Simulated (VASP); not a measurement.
Input of a VASP 6.6.1 run:

INCAR

```
SYSTEM = BAuI4
PREC = Accurate
ENCUT = 520
EDIFF = 1E-6
ISMEAR = 0
SIGMA = 0.1
LREAL = .False.
LASPH = .True.
NELM = 60
ALGO = Normal
ISIF = 2
LWAVE = .False.
LCHARG = .False.
GGA = PE
NBANDS = 30
```

File KPOINTS:

```
Automatic mesh
0
Gamma
  4 4 4
  0 0 0
```

POSCAR

```
BAuI4
1.0
    0.0000000000      4.6211673300      4.6211673300
    4.6211673300      0.0000000000      4.6211673300
    4.6211673300      4.6211673300      0.0000000000
B Au I
1 1 4
Direct
    0.7500000000      0.7500000000      0.7500000000
    0.0000000000      0.0000000000      0.0000000000
    0.8765038300      0.3744987200      0.3744987200
    0.3744987200      0.3744987200      0.3744987200
    0.3744987200      0.8765038300      0.3744987200
    0.3744987200      0.3744987200      0.8765038300
```

Potentials or basis: VASP PAW PBE potentials, release 64 (B, Au, I).

Launch:

```bash
$ cat potpaw_PBE.64/B/POTCAR potpaw_PBE.64/Au/POTCAR potpaw_PBE.64/I/POTCAR > POTCAR
$ mpirun -np 1 vasp_std > vasp.out
```

Q: What does it give for the pressure?

A: 2.0 GPa.

Q: Predict the band gap on the k mesh.

A: Zero (bands 21 and 22 overlap by 0.41 eV).

Q: What does it give for the largest force?

A: 0.189 eV/Å.

Forces in eV/Å, atoms in the order of the input:
```
B    0.000  0.000  0.000
Au   0.000  0.000  0.000
I   -0.109  0.109  0.109
I   -0.109 -0.109 -0.109
I    0.109 -0.109  0.109
I    0.109  0.109 -0.109
```

Caveat: spin-orbit coupling is left out, which moves the levels of the heavy elements.
